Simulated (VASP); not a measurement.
Wanted: the native input for a VASP 6.6.1 run.

* Task: single point
* Functional: PBE
* Dispersion: D3(BJ)
* Potentials or basis: VASP PAW PBE potentials, release 64 (Se, W_sv)
* Cutoff: 400 eV
* k mesh: 6 × 6 × 1
* Occupations: gaussian, width 0.1 eV
* Spin: no spin polarisation
* Dipole correction: yes
* Further INCAR settings: ALGO = Normal; EDIFF = 1e-06; NBANDS = 64; NELMDL = -8

The structure of WSe2 lies in POSCAR:

```
WSe2
1.0
    3.2790157165      0.0000000000      0.0000000000
   -1.6395078583      2.8397109099      0.0000000000
    0.0000000000      0.0000000000     71.1030913545
Se W
8 4
Direct
    0.3333333333      0.6666666667      0.3414165598
    0.3333333333      0.6666666667      0.3887954781
    0.6666666667      0.3333333333      0.4313458805
    0.6666666667      0.3333333333      0.4787247988
    0.3333333333      0.6666666667      0.5212752012
    0.3333333333      0.6666666667      0.5686541195
    0.6666666667      0.3333333333      0.6112045219
    0.6666666667      0.3333333333      0.6585834402
    0.6666666667      0.3333333333      0.3651060189
    0.3333333333      0.6666666667      0.4550353396
    0.6666666667      0.3333333333      0.5449646604
    0.3333333333      0.6666666667      0.6348939811
```

This cell differs from its parent crystal: atoms taken out.

One way to write it, as run:

INCAR

```
PREC = Accurate ; ENCUT = 400
EDIFF = 1E-6 ; ISMEAR = 0
SIGMA = 0.1 ; LREAL = False
LASPH = True ; NELM = 120
ALGO = Normal ; ISIF = 2
LWAVE = False ; LCHARG = True
LDIPOL = True ; IDIPOL = 3
DIPOL = 0.5 0.5 0.500 ; GGA = PE
IVDW = 12 ; LELF = True
LVHAR = True ; LVACPOTAV = True
NBANDS = 64 ; GGA_COMPAT = False
NELMDL = -8
```

KPOINTS

```
Automatic mesh
0
Gamma
  6 6 1
```

Potentials or basis: VASP PAW PBE potentials, release 64 (Se, W_sv).

Launch:

```sh
$ cat potpaw_PBE.64/Se/POTCAR potpaw_PBE.64/W_sv/POTCAR > POTCAR
$ mpirun -np 1 vasp_std > vasp.out
```

Results of the run:

- Largest force: 0.080 eV/Å
- Band gap on the k mesh: 1.02 eV (least direct gap 1.59 eV)
- Dispersion energy per atom: -0.440 eV
- Ionisation potential of the upper face: 4.79 eV

Caveat: the cell differs from its parent crystal (atoms taken out); spin-orbit coupling is left out, which moves the levels of the heavy elements.

Wall time 13 min on 1 thread of AMD EPYC 7R43 64-Core Processor (Zen 3), with other jobs on the host, peak memory 0.59 GiB.
